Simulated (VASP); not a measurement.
## BeSi3Hg2: relaxation of cell and atoms with PBE

Crystal: BeSi3Hg2.

```
CELL_PARAMETERS angstrom
5.75643 0.00000 0.00000
-2.87822 4.98521 0.00000
0.00000 0.00000 3.50519
ATOMIC_POSITIONS crystal
Be 0.00000 0.00000 0.00000
Si 0.50000 0.00000 0.50000
Si 0.50000 0.50000 0.50000
Si 0.00000 0.50000 0.50000
Hg 0.33333 0.66667 0.00000
Hg 0.66667 0.33333 0.00000
```

```json
{
  "Program": "VASP 6.6.1",
  "Task": "relaxation of cell and atoms",
  "Functional": "PBE",
  "Potentials or basis": "VASP PAW PBE potentials, release 64 (Be, Si, Hg)",
  "Cutoff": "600 eV",
  "k mesh": "6 × 6 × 6",
  "Occupations": "gaussian, width 0.1 eV",
  "Spin": "no spin polarisation",
  "Dipole correction": "no",
  "Further INCAR settings": "ALGO = Normal; EDIFF = 1e-06; IBRION = 2; EDIFFG = -0.04; NSW = 90; ISIF = 3"
}
```

* Relaxed volume: 19.84 Å³/atom
* Relaxed cell: a = 4.839 Å, b = 4.839 Å, c = 5.871 Å, α = 90.00°, β = 90.00°, γ = 120.00°
* Space group after relaxing (to 0.1 Å): P6/mmm (No. 191)
* Pressure after relaxing: 0.1 GPa
* Band gap on the k mesh: zero (bands 19 and 20 overlap by 2.15 eV)

Stress tensor (GPa, compression positive):
```
 0.23  0.00  0.00
 0.00  0.23  0.00
 0.00  0.00 -0.07
```

Final structure:
```xyz
6
Lattice="4.8389 0.0000 0.0000 -2.4195 4.1906 0.0000 0.0000 0.0000 5.8714" Properties=species:S:1:pos:R:3 pbc="T T T"
Be   -2.4195    4.1906    0.0000
Si    0.0000    4.1906    2.9357
Si    1.2097    2.0953    2.9357
Si   -1.2097    2.0953    2.9357
Hg    0.0000    2.7938    0.0000
Hg    2.4195    1.3969    0.0000
```

Levels at points of the mesh, in eV from the Fermi level:
```tsv
k point	band 15	band 16	band 17	band 18	band 19	band 20	band 21	band 22	band 23
(0.00, 0.00, 0.00)	-3.80	-3.80	-2.29	-2.29	1.02	2.03	2.51	2.51	2.82
(0.50, 0.00, 0.00)	-4.52	-3.71	-3.05	-1.69	-0.68	1.08	1.80	1.96	1.99
(0.00, 0.00, 0.50)	-3.41	-2.18	-2.18	-0.39	-0.15	0.75	0.75	0.77	1.81
(0.50, 0.00, 0.50)	-4.66	-3.90	-1.84	0.02	0.71	1.79	1.87	1.89	2.52
```

Wall time 23 min on 1 thread of Intel(R) Xeon(R) Platinum 8175M CPU @ 2.50GHz (Skylake/Cascade Lake) (shared host), peak memory 0.31 GiB.

Caveat: the volume moved by over 15 % at a fixed basis, so the end points are rough; spin-orbit coupling is left out, which moves the levels of the heavy elements.
